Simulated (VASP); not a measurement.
Input of a VASP 6.6.1 run:

Contents of INCAR:

```
ALGO = Normal
EDIFF = 1E-6
ENCUT = 520
GGA = PE
ISIF = 2
ISMEAR = 0
LASPH = True
LCHARG = False
LREAL = False
LWAVE = False
NBANDS = 28
NELM = 60
PREC = Accurate
SIGMA = 0.1
```

KPOINTS

```
k-points
0
Gamma
  10 10 14
```

The input POSCAR:

```
V2SiN2
1.0
    1.9475063691     -5.5731204316      0.0000000000
    1.9475063691      5.5731204316      0.0000000000
    0.0000000000      0.0000000000      2.8133913077
V Si N
2 1 2
Direct
    0.6703849021      0.3296150979      0.0000000000
    0.3296150979      0.6703849021      0.0000000000
    0.0000000000      0.0000000000      0.0000000000
    0.8359077876      0.1640922124      0.0000000000
    0.1640922124      0.8359077876      0.0000000000
```

Potentials or basis: VASP PAW PBE potentials, release 64 (V_sv, Si, N).

Command:

```sh
$ cat potpaw_PBE.64/V_sv/POTCAR potpaw_PBE.64/Si/POTCAR potpaw_PBE.64/N/POTCAR > POTCAR
$ mpirun -np 1 vasp_std > vasp.out
```

(1) Predict the largest force.

(2) Predict the pressure.

(3) What does it give for the band gap on the k mesh?

Results:

(1) 0.077 eV/Å.

(2) 0.5 GPa.

(3) zero (bands 20 and 21 overlap by 0.60 eV).

Caveat: the run has no spin polarisation, though such a crystal can be magnetic.
